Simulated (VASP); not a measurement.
# HfH2 (I4/mmm) in VASP: notebook

The runs below take HfH2 through relaxation of shape and atoms at fixed volume, with PBEsol.

All numbers are computed with VASP 6.6.1; they aren't measurements. Logs are shortened: lines on timing, memory, paths and dates and some standing lists are left out, and cuts for length are marked.

**1. The cell of the first run**

It takes space group I4/mmm (No. 139, tetragonal). The conventional cell has a = 3.558 Å, b = 3.558 Å, c = 4.418 Å, α = 90.00°, β = 90.00°, γ = 90.00°. Within 2.8 Å of Hf (site symmetry 4/mmm) lie 8 H at 2.09 Å. Within 2.8 Å of H (site symmetry -4m2) lie 4 Hf at 2.09 Å and 6 H at 2.21 to 2.52 Å.

**2. Relaxation of shape and atoms at fixed volume, PBEsol (volume scaled by 1.10)**

Contents of INCAR:

```
PREC     = Accurate       # precision mode
ENCUT    = 600            # plane-wave cutoff, eV
EDIFF    = 1E-7           # SCF threshold, eV
ISMEAR   = 0              # smearing method
SIGMA    = 0.1            # smearing width, eV
LREAL    = False          # projectors in reciprocal space
LASPH    = True           # aspherical terms in the spheres
NELM     = 80             # most SCF steps
ALGO     = Normal         # electronic algorithm
ISIF     = 4              # what is computed and relaxed
LWAVE    = False          # write WAVECAR
LCHARG   = False          # write CHGCAR
GGA      = PS             # functional
IBRION   = 2              # ionic algorithm
NSW      = 50             # ionic steps
EDIFFG   = -0.01          # ionic threshold
```

Contents of KPOINTS:

```
Automatic mesh
0
Gamma
  16 16 16
```

Contents of POSCAR:

```
HfH2
1.0
   -1.7792348940      1.7792348940      2.2089539890
    1.7792348940     -1.7792348940      2.2089539890
    1.7792348940      1.7792348940     -2.2089539890
Hf H
1 2
Direct
    0.0000000000      0.0000000000      0.0000000000
    0.7500000000      0.2500000000      0.5000000000
    0.2500000000      0.7500000000      0.5000000000
```

Potentials or basis: VASP PAW PBE potentials, release 64 (Hf_pv, H).

On the command line:

```console
> cat potpaw_PBE.64/Hf_pv/POTCAR potpaw_PBE.64/H/POTCAR > POTCAR
> mpirun -np 1 vasp_std > vasp.out
```

OUTCAR:

```text
PREC = Accurate
   ENCUT = 600
   EDIFF = 1E-7
   ISMEAR = 0
   LREAL = False
   LASPH = True
   NELM = 80
   ISIF = 4
   GGA = PS
   IBRION = 2
   NSW = 50
   EDIFFG = -0.01

 ion  position               nearest neighbor table
   1  0.000  0.000  0.000-   2 2.09   3 2.09   2 2.09   3 2.09   2 2.09   3 2.09   2 2.09   3 2.09

   2  0.750  0.250  0.500-   1 2.09   1 2.09   1 2.09   1 2.09
   3  0.250  0.750  0.500-   1 2.09   1 2.09   1 2.09   1 2.09

  LATTYP: Found a body centered tetragonal cell.
 ALAT       =     3.5584697880
 C/A-ratio  =     1.2415190352

  Lattice vectors:

 A1 = (  -1.7792348940,   1.7792348940,   2.2089539890)
 A2 = (   1.7792348940,  -1.7792348940,   2.2089539890)
 A3 = (   1.7792348940,   1.7792348940,  -2.2089539890)

Analysis of symmetry for initial positions (statically):
=====================================================================
 Subroutine PRICEL returns:
 Original cell was already a primitive cell.

 Routine SETGRP: Setting up the symmetry group for a
 body centered tetragonal supercell.

 Subroutine GETGRP returns: Found 16 space group operations
 (whereof 16 operations were pure point group operations)
 out of a pool of 16 trial point group operations.

The static configuration has the point symmetry D_4h.

Analysis of symmetry for dynamics (positions and initial velocities):
=====================================================================
 Subroutine PRICEL returns:
 Original cell was already a primitive cell.

 Routine SETGRP: Setting up the symmetry group for a
 body centered tetragonal supercell.

 Subroutine GETGRP returns: Found 16 space group operations
 (whereof 16 operations were pure point group operations)
 out of a pool of 16 trial point group operations.

The dynamic configuration has the point symmetry D_4h.

 Subroutine INISYM returns: Found 16 space group operations
 (whereof 16 operations are pure point group operations),
 and found     1 'primitive' translations

----------------------------------------------------------------------------------------

                                     Primitive cell

  volume of cell :      27.9713

  direct lattice vectors                    reciprocal lattice vectors
    -1.779234894  1.779234894  2.208953989     0.000000000  0.281019668  0.226351478
     1.779234894 -1.779234894  2.208953989     0.281019668  0.000000000  0.226351478
     1.779234894  1.779234894 -2.208953989     0.281019668  0.281019668  0.000000000

  length of vectors
     3.348257956  3.348257956  3.348257956     0.360842134  0.360842134  0.397421826

  position of ions in fractional coordinates (direct lattice)
     0.000000000  0.000000000  0.000000000
     0.750000000  0.250000000  0.500000000
     0.250000000  0.750000000  0.500000000

  ion indices of the primitive-cell ions
   primitive index   ion index
                 1           1
                 2           2
                 3           3

----------------------------------------------------------------------------------------

 KPOINTS: Automatic mesh

Automatic generation of k-mesh.
 Grid dimensions read from file:
 generate k-points for:   16   16   16

 Generating k-lattice:

  Cartesian coordinates                     Fractional coordinates (reciprocal lattice)
     0.000000000  0.017563729  0.014146967     0.062500000  0.000000000  0.000000000
     0.017563729  0.000000000  0.014146967     0.000000000  0.062500000  0.000000000
     0.017563729  0.017563729  0.000000000     0.000000000  0.000000000  0.062500000

  Length of vectors
     0.022552633  0.022552633  0.024838864

  Shift w.r.t. Gamma in fractional coordinates (k-lattice)
     0.000000000  0.000000000  0.000000000

 Subroutine IBZKPT returns following result:
 ===========================================

 Found    349 irreducible k-points:

 Following reciprocal coordinates:
            Coordinates               Weight
  0.000000  0.000000  0.000000      1.000000
  0.062500  0.000000  0.000000      8.000000
  0.125000  0.000000  0.000000      8.000000
  0.187500  0.000000  0.000000      8.000000
  0.250000  0.000000  0.000000      8.000000
  0.312500 -0.000000  0.000000      8.000000
[... 16 lines left out ...]
 -0.125000  0.062500  0.000000     16.000000
 -0.062500  0.062500  0.000000      4.000000
 [... further k-points ...]
   k-points           NKPTS =    349   k-points in BZ     NKDIM =    349   number of bands    NBANDS=     10
   number of dos      NEDOS =    301   number of ions     NIONS =      3
   total plane-waves  NPLWV =  21952
   dimension x,y,z NGX =    28 NGY =   28 NGZ =   28
   dimension x,y,z NGXF=    56 NGYF=   56 NGZF=   56
   ions per type =               1   2
   NGX,Y,Z   is equivalent  to a cutoff of  13.90, 13.90, 13.90 a.u.
   NGXF,Y,Z  is equivalent  to a cutoff of  27.80, 27.80, 27.80 a.u.
 SYSTEM =  unknown system
   PREC   = accura    normal or accurate (medium, high low for compatibility)
   ISTART =      0    job   : 0-new  1-cont  2-samecut
   ICHARG =      2    charge: 1-file 2-atom 10-const
   ISPIN  =      1    spin polarized calculation?
   LNONCOLLINEAR =      F non collinear calculations
   LSORBIT =      F    spin-orbit coupling
   LASPH  =      T    aspherical Exc in radial PAW
   ENCUT  =  600.0 eV  44.10 Ry    6.64 a.u.   6.69  6.69  6.69*2*pi/ulx,y,z
   NELM   =     80;   NELMIN=  2; NELMDL= -5     # of ELM steps
   EDIFF  = 0.1E-06   stopping-criterion for ELM
   LREAL  =      F    real-space projection
   EDIFFG = -.1E-01   stopping-criterion for IOM
   NSW    =     50    number of steps for IOM
   IBRION =      2    ionic relax: 0-MD 1-quasi-New 2-CG
   NFREE  =      1    steps in history (QN), initial steepest desc. (CG)
   ISIF   =      4    stress and relaxation
   ISYM   =      2    0-nonsym 1-usesym 2-fastsym
   POTIM  = 0.5000    time-step for ionic-motion
   TEBEG  =    0.0;   TEEND  =   0.0 temperature during run
   PSTRESS=    0.0 pullay stress
   NELECT =      12.0000    total number of electrons
   NUPDOWN=      -1.0000    fix difference up-down
   EMIN   =  10.00;   EMAX   =-10.00  energy-range for DOS
   EFERMI =   0.00;   METHOD = LEGACY
   ISMEAR =     0;   SIGMA  =   0.10  broadening in eV -4-tet -1-fermi 0-gaus
   EFERMI_NEDOS =   21; number of points for ismear=-14 and -15
   IALGO  =     38    algorithm
   IMIX   =      4    mixing-type and parameters
     AMIX     =   0.40;   BMIX     =  1.00
     AMIX_MAG =   1.60;   BMIX_MAG =  1.00
  volume/ion in A,a.u.               =       9.32        62.92
  Fermi-wavevector in a.u.,A,eV,Ry     =   1.234708  2.333259 20.742125  1.524503
  Thomas-Fermi vector in A             =   2.369387
   LORBIT       =      0    0 simple, 1 ext, 2 COOP (PROOUT), +10 PAW based schemes
   GGA     = PS    functional components
   LHFCALC =     F    Hartree Fock is set to
   AEXX    =    0.0000 exact exchange contribution
   IVDW    =     0    specifies the selected vdW correction
   LEPSILON=     F    determine dielectric tensor
   LRPA    =     F    only Hartree local field effects (RPA)
 conjugate gradient relaxation of ions
 non-spin polarized calculation
 Gauss-broadening in eV      SIGMA  =   0.10
  energy-cutoff  :      600.00
  volume of cell :       27.97
 maximum number of plane-waves:       948
   NGX = 13   NGY = 13   NGZ = 13

--------------------------------------- Ionic step        1  -------------------------------------------

 number of electron      11.9999999 magnetization

 Free energy of the ion-electron system (eV)
  ---------------------------------------------------
  ext. energy  EPLUGINS =         0.00000000
  ---------------------------------------------------
  free energy    TOTEN  =       -18.67912968 eV

  energy without entropy =      -18.67665228  energy(sigma->0) =      -18.67789098

------------------------ aborting loop because EDIFF is reached ----------------------------------------

  FORCE on cell =-STRESS in cart. coord.  units (eV):
  Direction    XX          YY          ZZ          XY          YZ          ZX
  --------------------------------------------------------------------------------------
  -------------------------------------------------------------------------------------
  Total       -2.2707499     -2.2707499     -2.1805134      0.0000000      0.0000000      0.0000000
  in kB     -130.0668575   -130.0668575   -124.8981804      0.0000000      0.0000000      0.0000000
  external PRESSURE =    -128.3439651 kB  Pullay stress =       0.0000000 kB

 VOLUME and BASIS-vectors are now :
 -----------------------------------------------------------------------------
  energy-cutoff  :      600.00
  volume of cell :       27.97
      direct lattice vectors                 reciprocal lattice vectors
    -1.779234894  1.779234894  2.208953989     0.000000000  0.281019668  0.226351478
     1.779234894 -1.779234894  2.208953989     0.281019668  0.000000000  0.226351478
     1.779234894  1.779234894 -2.208953989     0.281019668  0.281019668  0.000000000
[... 38 lines left out ...]
 POSITION                                       TOTAL-FORCE (eV/Angst)
 -----------------------------------------------------------------------------------
      1.77837     -1.77837      2.21109         0.000000     -0.000000     -0.000000
      0.00000      1.77837      1.10555        -0.000000     -0.000000      0.000000
      1.77837      0.00000      1.10555         0.000000      0.000000     -0.000000
 -----------------------------------------------------------------------------------
    total drift:                               -0.000000     -0.000000      0.000000

  FREE ENERGIE OF THE ION-ELECTRON SYSTEM (eV)
  ---------------------------------------------------
  free  energy   TOTEN  =       -18.6792078625 eV

  energy  without entropy=      -18.6767444978  energy(sigma->0) =      -18.67797618

--------------------------------------- Ionic step        3  -------------------------------------------

 number of electron      11.9999999 magnetization

 Free energy of the ion-electron system (eV)
  ---------------------------------------------------
  ext. energy  EPLUGINS =         0.00000000
  ---------------------------------------------------
  free energy    TOTEN  =       -18.67933124 eV

  energy without entropy =      -18.67688496  energy(sigma->0) =      -18.67810810

 E-fermi :   4.8614     XC(G=0): -11.2676

 val. band max:        4.8207660494   @ k =  -0.1250  -0.1250   0.0625
 cond. band min:       4.8681964121   @ k =  -0.1250  -0.1875   0.1250
 fundamental gap:      0.0474303627
 Fermi energy:         4.8613670238

 k-point     1 :       0.0000    0.0000    0.0000
  band No.  band energies     occupation
      1     -26.2806      2.00000
      2     -26.2806      2.00000
      3     -26.2275      2.00000
      4      -6.0904      2.00000
      5       3.6061      2.00000
      6       4.3897      2.00000
      7       4.3897      2.00000
      8       5.1548      0.00003
      9       6.5351      0.00000
     10       7.8091      0.00000

 k-point     2 :       0.0625    0.0000    0.0000
  band No.  band energies     occupation
      1     -26.2930      2.00000
      2     -26.2843      2.00000
      3     -26.2344      2.00000
      4      -5.9895      2.00000
      5       2.8422      2.00000
      6       4.4361      2.00000
      7       4.7812      1.74331
      8       5.6961      0.00000
      9       6.5052      0.00000
     10       7.7382      0.00000
[... 274 lines left out ...]
 k-point    24 :      -0.0625    0.0625    0.0000
  band No.  band energies     occupation
      1     -26.2989      2.00000
      2     -26.2837      2.00000
      3     -26.2342      2.00000
      4      -5.9651      2.00000
      5       2.6921      2.00000
      6       4.4949      2.00000
      7       5.2123      0.00000
      8       5.4436      0.00000
      9       6.4100      0.00000
     10       7.7172      0.00000

 [... further k-points ...]

------------------------ aborting loop because EDIFF is reached ----------------------------------------

  FORCE on cell =-STRESS in cart. coord.  units (eV):
  Direction    XX          YY          ZZ          XY          YZ          ZX
  --------------------------------------------------------------------------------------
  -------------------------------------------------------------------------------------
  Total       -2.2370154     -2.2370154     -2.2224298      0.0000000      0.0000000      0.0000000
  in kB     -128.1345730   -128.1345730   -127.2991192      0.0000000      0.0000000      0.0000000
  external PRESSURE =    -127.8560884 kB  Pullay stress =       0.0000000 kB

 VOLUME and BASIS-vectors are now :
 -----------------------------------------------------------------------------
  energy-cutoff  :      600.00
  volume of cell :       27.97
      direct lattice vectors                 reciprocal lattice vectors
    -1.775799112  1.775799112  2.217509942     0.000000000  0.281563380  0.225478132
     1.775799112 -1.775799112  2.217509942     0.281563380  0.000000000  0.225478132
     1.775799112  1.775799112 -2.217509942     0.281563380  0.281563380  0.000000000

 POSITION                                       TOTAL-FORCE (eV/Angst)
 -----------------------------------------------------------------------------------
     -0.00000      0.00000      0.00000         0.000000     -0.000000      0.000000
     -0.00000      1.77580      1.10875        -0.000000      0.000000     -0.000000
      1.77580     -0.00000      1.10875        -0.000000     -0.000000      0.000000
 -----------------------------------------------------------------------------------
    total drift:                               -0.000000     -0.000000      0.000000

  FREE ENERGIE OF THE ION-ELECTRON SYSTEM (eV)
  ---------------------------------------------------
  free  energy   TOTEN  =       -18.6793312378 eV

  energy  without entropy=      -18.6768849625  energy(sigma->0) =      -18.67810810

 reached required accuracy - stopping structural energy minimisation
```

It took 4.8 min on 1 thread of Oxide Virtual Turin-like, shared host; peak memory 0.24 GiB.

Results:

```
Free energy               : -18.6793 eV
Energy gained by relaxing : 0.1 meV/atom
Ionic steps               : 3
Pressure after relaxing   : -12.8 GPa
Band gap on the k mesh    : zero (band 6 reaches 5.44 eV, above the bottom of band 7 at 4.39 eV)
```

The path:
```tsv
step	energy change (eV)	largest force (eV/Å)	pressure (GPa)	volume (Å³)
1	0.0000	0.0000	-12.83	27.97
2	-0.0001	0.0000	-12.82	27.97
3	-0.0002	0.0000	-12.79	27.97
```

Final structure:
```
Hf H
1.0
    -1.77580    1.77580    2.21751
     1.77580   -1.77580    2.21751
     1.77580    1.77580   -2.21751
Hf H
1 2
Cartesian
  0.0000 0.0000 0.0000
  0.0000 1.7758 1.1088
  1.7758 0.0000 1.1088
```

Levels at points of the mesh, in eV from the Fermi level:
| k point | band 4 | band 5 | band 6 | band 7 | band 8 | band 9 |
| --- | --- | --- | --- | --- | --- | --- |
| (0.00, 0.00, 0.00) | -10.95 | -1.26 | -0.47 | -0.47 | 0.29 | 1.67 |
| (0.50, 0.00, 0.00) | -8.09 | -5.21 | -0.79 | 0.53 | 3.45 | 4.43 |
| (0.50, 0.50, 0.00) | -6.32 | -5.77 | -3.95 | 3.58 | 3.77 | 4.85 |
| (0.50, 0.50, 0.50) | -7.37 | -4.37 | -3.59 | 4.20 | 4.31 | 4.31 |

Caveat: the cell differs from its parent crystal (volume scaled by 1.10); the PAW data sets were made with another functional, which shifts forces and pressure a little; spin-orbit coupling is left out, which moves the levels of the heavy elements.

**3. Relaxation of shape and atoms at fixed volume, PBEsol (volume scaled by 0.88)**

Contents of INCAR:

```
SYSTEM = HfH2
ALGO     = Normal         ! electronic algorithm
EDIFF    = 1E-6           ! SCF threshold, eV
EDIFFG   = -0.01          ! ionic threshold
ENCUT    = 600            ! plane-wave cutoff, eV
GGA      = PS             ! functional
IBRION   = 2              ! ionic algorithm
ISIF     = 4              ! what is computed and relaxed
ISMEAR   = 0              ! smearing method
LASPH    = .True.         ! aspherical terms in the spheres
LCHARG   = .False.        ! write CHGCAR
LREAL    = .False.        ! projectors in reciprocal space
LWAVE    = .False.        ! write WAVECAR
NELM     = 80             ! most SCF steps
NSW      = 50             ! ionic steps
PREC     = Accurate       ! precision mode
SIGMA    = 0.1            ! smearing width, eV
```

Contents of KPOINTS:

```
k-points
0
Gamma
  16 16 16
  0 0 0
```

Contents of POSCAR:

```
HfH2
1.0
   -1.6781067767      1.6781067767      1.9865708066
    1.6781067767     -1.6781067767      1.9865708066
    1.6781067767      1.6781067767     -1.9865708066
Hf H
1 2
Direct
    0.0000000000      0.0000000000      0.0000000000
    0.7500000000      0.2500000000      0.5000000000
    0.2500000000      0.7500000000      0.5000000000
```

Potentials or basis: VASP PAW PBE potentials, release 64 (Hf_pv, H).

On the command line:

```console
> cat potpaw_PBE.64/Hf_pv/POTCAR potpaw_PBE.64/H/POTCAR > POTCAR
> mpirun -np 1 vasp_std > vasp.out
```

Run time: 3.9 min. Hardware: 1 thread of Oxide Virtual Turin-like, shared host; peak memory 0.23 GiB.

The run converged. Its results:

```
Free energy               : -18.5893 eV
Energy gained by relaxing : 0.2 meV/atom
Ionic steps               : 3
Pressure after relaxing   : 24.2 GPa
Band gap on the k mesh    : zero (band 6 reaches 7.09 eV, above the bottom of band 7 at 5.78 eV)
```

Stress tensor (GPa, compression positive):
```
24.20  0.00  0.00
 0.00 24.20  0.00
 0.00  0.00 24.05
```

Step by step:
```tsv
step	energy change (eV)	largest force (eV/Å)	pressure (GPa)	volume (Å³)
1	0.0000	0.0000	24.41	22.38
2	-0.0002	0.0000	24.33	22.38
3	-0.0005	0.0000	24.15	22.38
```

Final structure:
```
Hf H
1.0
    -1.68335    1.68335    1.97421
     1.68335   -1.68335    1.97421
     1.68335    1.68335   -1.97421
Hf H
1 2
Direct
  0.00000 0.00000 0.00000
  0.75000 0.25000 0.50000
  0.25000 0.75000 0.50000
```

Levels at points of the mesh, in eV from the Fermi level:
```
           k point  band 3  band 4  band 5  band 6  band 7  band 8  band 9  band 10
(0.00, 0.00, 0.00)  -30.22  -12.13   -0.90   -0.49   -0.49    0.86    1.71     3.74
(0.50, 0.00, 0.00)  -30.28   -9.12   -4.94   -1.32    1.29    4.28    4.92     6.30
(0.50, 0.50, 0.00)  -30.43   -6.94   -5.78   -4.75    4.43    4.60    6.77     7.27
(0.50, 0.50, 0.50)  -30.82   -8.91   -4.38   -3.32    5.72    5.77    5.77     6.26
```

Caveat: the cell differs from its parent crystal (volume scaled by 0.88); the PAW data sets were made with another functional, which shifts forces and pressure a little; spin-orbit coupling is left out, which moves the levels of the heavy elements.

[end of part 1 of 2]
